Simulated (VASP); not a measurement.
**SiC: single point with PBEsol**

Crystal: SiC.

```
CELL_PARAMETERS angstrom
0.00000 2.19283 2.19283
2.19283 0.00000 2.19283
2.19283 2.19283 0.00000
ATOMIC_POSITIONS crystal
Si 0.00000 0.00000 0.00000
C 0.75000 0.75000 0.75000
```

This cell differs from its parent crystal: volume scaled by 1.02.

- Program: VASP 6.6.1
- Task: single point
- Functional: PBEsol
- Potentials or basis: VASP PAW PBE potentials, release 64 (Si, C)
- Cutoff: 520 eV
- k mesh: 10 × 10 × 10
- Occupations: gaussian, width 0.05 eV
- Spin: no spin polarisation

| Quantity | Value |
| --- | --- |
| Pressure | -3.9 GPa |
| Band gap on the k mesh | 1.25 eV, indirect (least direct gap 4.42 eV) |

Levels at points of the mesh, in eV from the valence-band top:
```csv
k point,band 1,band 2,band 3,band 4,band 5,band 6,band 7,band 8,band 9
"(0.00, 0.00, 0.00)",-15.28,0.00,0.00,0.00,5.97,7.11,7.11,7.11,14.35
"(0.50, 0.00, 0.00)",-11.74,-8.49,-1.05,-1.05,5.20,7.06,7.06,9.81,15.78
"(0.50, 0.50, 0.00)",-10.30,-7.77,-3.17,-3.17,1.25,4.13,13.73,13.73,14.43
```

Wall time 7.6 s on 1 thread of Intel(R) Xeon(R) Platinum 8259CL CPU @ 2.50GHz (Skylake/Cascade Lake) (shared host), peak memory 0.13 GiB.

Caveat: the PAW data sets were made with another functional, which shifts forces and pressure a little. A k mesh can miss the band edges.
